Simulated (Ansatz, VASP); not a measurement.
# Two plane-wave programs on MnO

```
Mn O
1.0
     0.00000    2.19385    2.19385
     2.19385    0.00000    2.19385
     2.19385    2.19385    0.00000
Mn O
1 1
Direct
  0.00000 0.00000 0.00000
  0.50000 0.50000 0.50000
```

Alike in both runs: task single point; functional revPBE; k mesh 10 × 10 × 10; occupations fermi-dirac, width 0.05 eV; collinear spin.

|  | VASP | Ansatz |
| --- | --- | --- |
| version | VASP 6.6.1 | Ansatz 0.2.0 |
| potentials or method | VASP PAW PBE potentials, release 64 (Mn_pv, O) | Ansatz PAW |
| plane-wave cutoff (eV) | 520 | 420 |
| valence electrons in the cell | 19 | 21 |

VASP gave:

| Quantity | Value |
| --- | --- |
| gap on the k mesh at the Fermi level (eV) | none |
| pressure (GPa) | 10.2 |
| net moment per atom (μB) | 2.37 |
| size of the moment on the site where the two differ most (μB) | 4.31 |

Q: Estimate Ansatz's values.

A: gap on the k mesh at the Fermi level (eV): none; pressure (GPa): 9.9; net moment per atom (μB): 2.37; size of the moment on the site where the two differ most (μB): 4.01.

VASP's potentials were made for PBE, not for revPBE. Site moments also hang on the region over which each program counts them. A gap of «none» marks a metal or a gap that the smearing closes. The functional is the same, so the differences come from potentials, cutoffs and numerics. VASP's potentials hold 19 valence electrons a cell and Ansatz's 21, so a difference there can come from the potentials and not from the codes.
